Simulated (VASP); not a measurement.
# HfO2 in VASP: further runs

Runs on HfO2. Level: PBE. Tasks: single point.

Everything below comes from runs of VASP 6.6.1. Logs are shortened: lines on timing, memory, paths and dates and some standing lists are left out, and cuts for length are marked.

### Step 1. The cell of the first run

The cell holds an amorphous packing of atoms, 15 atoms: a = 5.863 Å, b = 5.416 Å, c = 5.761 Å, α = 90.41°, β = 93.48°, γ = 87.37°.

### Step 2. Single point, PBE

Contents of INCAR:

```
SYSTEM = HfO2
PREC = Accurate ; ENCUT = 520
EDIFF = 1E-6 ; ISMEAR = -1
SIGMA = 0.05 ; LREAL = Auto
LASPH = .True. ; NELM = 80
ALGO = Normal ; ISIF = 2
LWAVE = .False. ; LCHARG = .False.
GGA = PE ; ISYM = 0
NBANDS = 68
```

Contents of KPOINTS:

```
regular mesh
0
Gamma
  1 1 1
  0 0 0
```

Contents of POSCAR:

```
HfO2
1.0
    5.8586830000      0.1288100000     -0.1763910000
    0.1288100000      5.4147420000     -0.0179830000
   -0.1763910000     -0.0179830000      5.7582330000
Hf O
5 10
Direct
    0.8430602373      0.6752916003      0.2555401991
    0.8556336783      0.2031808604      0.8420793118
    0.3111998591      0.3493963657      0.6290290874
    0.3017218695      0.9496918796      0.1132347947
    0.5760811767      0.7863879571      0.6602299958
    0.0837250260      0.4718058836      0.4169356860
    0.1801084138      0.2568828794      0.9126553281
    0.3315664228      1.0407305032      0.4551652893
    0.7833145061      0.5554895769      0.9368561498
    0.9662331541      0.9618859431      0.1075297626
    0.5754611149      0.0549791577      0.9348329343
    0.5237261648      0.7138922152      0.2957976007
    0.6570849672      0.4195924312      0.5764819529
    0.8528846314      0.9732261990      0.5639684431
    0.3133589581      0.6984184831      0.8515632069
```

Potentials or basis: VASP PAW PBE potentials, release 64 (Hf_pv, O).

Run with:

```bash
$ cat potpaw_PBE.64/Hf_pv/POTCAR potpaw_PBE.64/O/POTCAR > POTCAR
$ mpirun -np 1 vasp_gam > vasp.out
```

OUTCAR:

```text
SYSTEM = HfO2
   PREC = Accurate
   ENCUT = 520
   EDIFF = 1E-6
   ISMEAR = -1
   LREAL = Auto
   LASPH = .True.
   NELM = 80
   ISIF = 2
   GGA = PE
   ISYM = 0

 ion  position               nearest neighbor table
   1  0.843  0.675  0.256-  12 1.90   6 1.94   9 1.96  10 1.96  14 2.39  13 2.64   5 2.93   4 3.28
                             2 3.48   4 3.50   5 3.72   2 3.74   3 3.76
   2  0.856  0.203  0.842-   7 1.96  11 1.97   9 2.01  14 2.02  10 2.07  13 2.18   5 3.00   3 3.14
                             4 3.22   3 3.41   1 3.48   5 3.62   1 3.74
   3  0.311  0.349  0.629-   6 1.86   7 1.93   8 1.95  13 2.12  15 2.28  11 2.74   5 2.89   2 3.14
                             5 3.36   2 3.41   4 3.55   4 3.66   1 3.76
   4  0.302  0.950  0.113-  10 1.96  15 2.03   8 2.03  12 2.03  11 2.06   7 2.10   2 3.22   5 3.24
                             1 3.28   1 3.50   3 3.55   5 3.55   3 3.66
   5  0.576  0.786  0.660-  15 2.02  14 2.06  13 2.08  12 2.14  11 2.14   8 2.23   9 2.29   3 2.89
                             1 2.93   2 3.00   4 3.24   3 3.36   4 3.55   2 3.62   1 3.72
   6  0.084  0.472  0.417-   3 1.86   1 1.94
   7  0.180  0.257  0.913-   3 1.93   2 1.96   4 2.10
   8  0.332  0.041  0.455-   3 1.95   4 2.03   5 2.23
   9  0.783  0.555  0.937-   1 1.96   2 2.01   5 2.29
  10  0.966  0.962  0.108-   4 1.96   1 1.96   2 2.07
  11  0.575  0.055  0.935-   2 1.97   4 2.06   5 2.14   3 2.74
  12  0.524  0.714  0.296-   1 1.90   4 2.03   5 2.14
  13  0.657  0.420  0.576-   5 2.08   3 2.12   2 2.18   1 2.64
  14  0.853  0.973  0.564-   2 2.02   5 2.06   1 2.39
  15  0.313  0.698  0.852-   5 2.02   4 2.03   3 2.28

IMPORTANT INFORMATION: All symmetrisations will be switched off!
NOSYMM: (Re-)initialisation of all symmetry stuff for point group C_1.

----------------------------------------------------------------------------------------

                                     Primitive cell

  volume of cell :     182.4048

  direct lattice vectors                    reciprocal lattice vectors
     5.858683000  0.128810000 -0.176391000     0.170933113 -0.004048939  0.005223521
     0.128810000  5.414742000 -0.017983000    -0.004048939  0.184778830  0.000453035
    -0.176391000 -0.017983000  5.758233000     0.005223521  0.000453035  0.173825812

  length of vectors
     5.862752962  5.416303752  5.760962112     0.171060832  0.184823741  0.173904869

  position of ions in fractional coordinates (direct lattice)
     0.843060237  0.675291600  0.255540199
     0.855633678  0.203180860  0.842079312
     0.311199859  0.349396366  0.629029087
     0.301721869  0.949691880  0.113234795
     0.576081177  0.786387957  0.660229996
     0.083725026  0.471805884  0.416935686
     0.180108414  0.256882879  0.912655328
     0.331566423  0.040730503  0.455165289
     0.783314506  0.555489577  0.936856150
     0.966233154  0.961885943  0.107529763
     0.575461115  0.054979158  0.934832934
     0.523726165  0.713892215  0.295797601
     0.657084967  0.419592431  0.576481953
     0.852884631  0.973226199  0.563968443
     0.313358958  0.698418483  0.851563207

  ion indices of the primitive-cell ions
   primitive index   ion index
                 1           1
                 2           2
                 3           3
                 4           4
                 5           5
                 6           6
                 7           7
                 8           8
                 9           9
                10          10
                11          11
                12          12
                13          13
                14          14
                15          15

----------------------------------------------------------------------------------------

 KPOINTS: regular mesh

Automatic generation of k-mesh.
 Grid dimensions read from file:
 generate k-points for:    1    1    1

 Generating k-lattice:

  Cartesian coordinates                     Fractional coordinates (reciprocal lattice)
     0.170933113 -0.004048939  0.005223521     1.000000000  0.000000000  0.000000000
    -0.004048939  0.184778830  0.000453035     0.000000000  1.000000000  0.000000000
     0.005223521  0.000453035  0.173825812     0.000000000 -0.000000000  1.000000000

  Length of vectors
     0.171060832  0.184823741  0.173904869

  Shift w.r.t. Gamma in fractional coordinates (k-lattice)
     0.000000000  0.000000000  0.000000000

 Subroutine IBZKPT returns following result:
 ===========================================

 Found      1 irreducible k-points:

 Following reciprocal coordinates:
            Coordinates               Weight
  0.000000  0.000000  0.000000      1.000000
   k-points           NKPTS =      1   k-points in BZ     NKDIM =      1   number of bands    NBANDS=     68
   number of dos      NEDOS =    301   number of ions     NIONS =     15
   total plane-waves  NPLWV =  92160
   dimension x,y,z NGX =    48 NGY =   40 NGZ =   48
   dimension x,y,z NGXF=    96 NGYF=   80 NGZF=   96
   ions per type =               5  10
   NGX,Y,Z   is equivalent  to a cutoff of  13.61, 12.28, 13.85 a.u.
   NGXF,Y,Z  is equivalent  to a cutoff of  27.22, 24.55, 27.70 a.u.
 SYSTEM =  HfO2
   PREC   = accura    normal or accurate (medium, high low for compatibility)
   ISTART =      0    job   : 0-new  1-cont  2-samecut
   ICHARG =      2    charge: 1-file 2-atom 10-const
   ISPIN  =      1    spin polarized calculation?
   LNONCOLLINEAR =      F non collinear calculations
   LSORBIT =      F    spin-orbit coupling
   LASPH  =      T    aspherical Exc in radial PAW
   ENCUT  =  520.0 eV  38.22 Ry    6.18 a.u.  10.90 10.07 10.71*2*pi/ulx,y,z
   NELM   =     80;   NELMIN=  2; NELMDL= -5     # of ELM steps
   EDIFF  = 0.1E-05   stopping-criterion for ELM
   LREAL  =      T    real-space projection
   EDIFFG = 0.1E-04   stopping-criterion for IOM
   NSW    =      0    number of steps for IOM
   IBRION =     -1    ionic relax: 0-MD 1-quasi-New 2-CG
   NFREE  =      0    steps in history (QN), initial steepest desc. (CG)
   ISIF   =      2    stress and relaxation
   ISYM   =      0    0-nonsym 1-usesym 2-fastsym
   POTIM  = 0.5000    time-step for ionic-motion
   TEBEG  =    0.0;   TEEND  =   0.0 temperature during run
   PSTRESS=    0.0 pullay stress
   NELECT =     110.0000    total number of electrons
   NUPDOWN=      -1.0000    fix difference up-down
   EMIN   =  10.00;   EMAX   =-10.00  energy-range for DOS
   EFERMI =   0.00;   METHOD = LEGACY
   ISMEAR =    -1;   SIGMA  =   0.05  broadening in eV -4-tet -1-fermi 0-gaus
   EFERMI_NEDOS =   21; number of points for ismear=-14 and -15
   IALGO  =     38    algorithm
   IMIX   =      4    mixing-type and parameters
     AMIX     =   0.40;   BMIX     =  1.00
     AMIX_MAG =   1.60;   BMIX_MAG =  1.00
  volume/ion in A,a.u.               =      12.16        82.06
  Fermi-wavevector in a.u.,A,eV,Ry     =   1.383121  2.613720 26.028282  1.913025
  Thomas-Fermi vector in A             =   2.507749
   LORBIT       =      0    0 simple, 1 ext, 2 COOP (PROOUT), +10 PAW based schemes
   GGA     = PE    functional components
   LHFCALC =     F    Hartree Fock is set to
   AEXX    =    0.0000 exact exchange contribution
   IVDW    =     0    specifies the selected vdW correction
   LEPSILON=     F    determine dielectric tensor
   LRPA    =     F    only Hartree local field effects (RPA)
 non-spin polarized calculation
  energy-cutoff  :      520.00
  volume of cell :      182.40
 maximum number of plane-waves:      2461
 NGX is ok and might be reduce to    42
   NGX = 21   NGY = 21   NGZ = 21

 number of electron     110.0000005 magnetization

 Free energy of the ion-electron system (eV)
  ---------------------------------------------------
  ext. energy  EPLUGINS =         0.00000000
  ---------------------------------------------------
  free energy    TOTEN  =      -145.72586704 eV

  energy without entropy =     -145.72586704  energy(sigma->0) =     -145.72586704

 E-fermi :   3.9077     XC(G=0): -10.9452

 val. band max:        2.6597044167   @ k =   0.0000   0.0000   0.0000
 cond. band min:       6.2874412031   @ k =   0.0000   0.0000   0.0000
 fundamental gap:      3.6277367864
 Fermi energy:         3.9077080422

 k-point     1 :       0.0000    0.0000    0.0000
  band No.  band energies     occupation
      1     -27.0073      2.00000
      2     -26.9977      2.00000
      3     -26.9074      2.00000
      4     -26.8502      2.00000
      5     -26.6970      2.00000
      6     -26.6461      2.00000
      7     -26.6262      2.00000
      8     -26.4740      2.00000
      9     -26.4277      2.00000
     10     -26.4194      2.00000
     11     -26.3425      2.00000
     12     -26.2957      2.00000
     13     -26.2086      2.00000
     14     -26.1754      2.00000
     15     -26.1057      2.00000
     16     -15.7104      2.00000
     17     -14.4350      2.00000
     18     -14.3028      2.00000
     19     -14.0322      2.00000
     20     -13.9985      2.00000
     21     -13.8132      2.00000
     22     -13.5133      2.00000
     23     -13.4160      2.00000
     24     -13.2363      2.00000
     25     -13.0204      2.00000
     26      -2.8498      2.00000
     27      -2.7420      2.00000
     28      -2.1676      2.00000
     29      -2.0463      2.00000
     30      -1.6917      2.00000
     31      -1.6196      2.00000
     32      -1.2411      2.00000
     33      -1.1556      2.00000
     34      -1.0853      2.00000
     35      -0.9430      2.00000
     36      -0.7635      2.00000
     37      -0.6088      2.00000
     38      -0.5880      2.00000
     39      -0.4833      2.00000
     40      -0.3757      2.00000
     41      -0.0367      2.00000
     42       0.1213      2.00000
     43       0.2870      2.00000
     44       0.4974      2.00000
     45       0.5331      2.00000
     46       0.7402      2.00000
     47       0.7857      2.00000
     48       1.0089      2.00000
     49       1.1786      2.00000
     50       1.6211      2.00000
     51       1.7407      2.00000
     52       1.8054      2.00000
     53       1.9956      2.00000
     54       2.1469      2.00000
     55       2.6597      2.00000
     56       6.2874      0.00000
     57       6.4658      0.00000
     58       7.2059      0.00000
     59       7.9070      0.00000
     60       7.9767      0.00000
     61       8.0744      0.00000
     62       8.3601      0.00000
     63       8.7108      0.00000
     64       8.8912      0.00000
     65       9.0295      0.00000
     66       9.1242      0.00000
     67       9.5193      0.00000
 [bands above 67 left out]

------------------------ aborting loop because EDIFF is reached ----------------------------------------

  FORCE on cell =-STRESS in cart. coord.  units (eV):
  Direction    XX          YY          ZZ          XY          YZ          ZX
  --------------------------------------------------------------------------------------
  -------------------------------------------------------------------------------------
  Total       37.5934627     23.6957007     13.3086340      3.1490114     -0.5322324     -1.2851048
  in kB      330.2072603    208.1343890    116.8981855     27.6597669     -4.6749350    -11.2878920
  external PRESSURE =     218.4132783 kB  Pullay stress =       0.0000000 kB

 VOLUME and BASIS-vectors are now :
 -----------------------------------------------------------------------------
  energy-cutoff  :      520.00
  volume of cell :      182.40
      direct lattice vectors                 reciprocal lattice vectors
     5.858683000  0.128810000 -0.176391000     0.170933113 -0.004048939  0.005223521
     0.128810000  5.414742000 -0.017983000    -0.004048939  0.184778830  0.000453035
    -0.176391000 -0.017983000  5.758233000     0.005223521  0.000453035  0.173825812

 POSITION                                       TOTAL-FORCE (eV/Angst)
 -----------------------------------------------------------------------------------
      4.98113      3.76053      1.31061         0.403695     -0.626759      0.436355
      4.89052      1.19524      4.69431        -1.756266      1.280369     -1.076261
      1.75727      1.92066      3.56092         2.376940      0.825602     -0.897421
      1.87005      5.17917      0.58173         1.526835      0.924626     -0.686635
      3.35991      4.32042      3.68600        -0.185373     -0.162366     -0.197501
      0.47775      2.55799      2.37756        -0.549200      0.504701     -0.636535
      0.92730      1.39774      5.21889         0.343525     -0.638218      1.126259
      1.86750      0.25507      2.56173         0.402061     -0.594517      1.651898
      4.49549      3.09188      5.24648         0.670114      0.616237      0.717235
      5.76579      5.33089      0.43145         0.023067      0.125095      0.340797
      3.21363      0.35501      5.28049        -0.730494     -0.026946     -0.395113
      3.10813      3.92768      1.59805        -0.642376     -0.524884      0.096146
      3.80201      2.34626      3.19607        -1.617607     -0.159977     -0.383504
      5.02266      5.36949      3.07952        -0.609988     -0.840382      0.609012
      1.77563      3.80681      4.83567         0.345066     -0.702581     -0.704731
 -----------------------------------------------------------------------------------
    total drift:                               -0.006870     -0.011004      0.007683

  FREE ENERGIE OF THE ION-ELECTRON SYSTEM (eV)
  ---------------------------------------------------
  free  energy   TOTEN  =      -145.7258670404 eV

  energy  without entropy=     -145.7258670403  energy(sigma->0) =     -145.72586704
```

Run time: 68 s. Hardware: 1 thread of AMD EPYC 7R13, shared host; peak memory 0.24 GiB.

What came out:

```
Free energy            : -145.7259 eV
Pressure               : 21.8 GPa
Largest force          : 2.671 eV/Å
Band gap on the k mesh : 3.63 eV
```

Forces in eV/Å, atoms in the order of the input:
```
Hf   0.404 -0.627  0.436
Hf  -1.756  1.280 -1.076
Hf   2.377  0.826 -0.897
Hf   1.527  0.925 -0.687
Hf  -0.185 -0.162 -0.198
O   -0.549  0.505 -0.637
O    0.344 -0.638  1.126
O    0.402 -0.595  1.652
O    0.670  0.616  0.717
O    0.023  0.125  0.341
O   -0.730 -0.027 -0.395
O   -0.642 -0.525  0.096
O   -1.618 -0.160 -0.384
O   -0.610 -0.840  0.609
O    0.345 -0.703 -0.705
```

Stress tensor (GPa, compression positive):
```
33.02  2.77 -1.13
 2.77 20.81 -0.47
-1.13 -0.47 11.69
```

Levels at points of the mesh, in eV from the valence-band top:
```csv
k point,band 51,band 52,band 53,band 54,band 55,band 56,band 57,band 58,band 59,band 60
"(0.00, 0.00, 0.00)",-0.92,-0.85,-0.66,-0.51,0.00,3.63,3.81,4.55,5.25,5.32
```

Caveat: the k points lie up to 1.16 Å⁻¹ apart; spin-orbit coupling is left out, which moves the levels of the heavy elements.

[end of part 1 of 2]
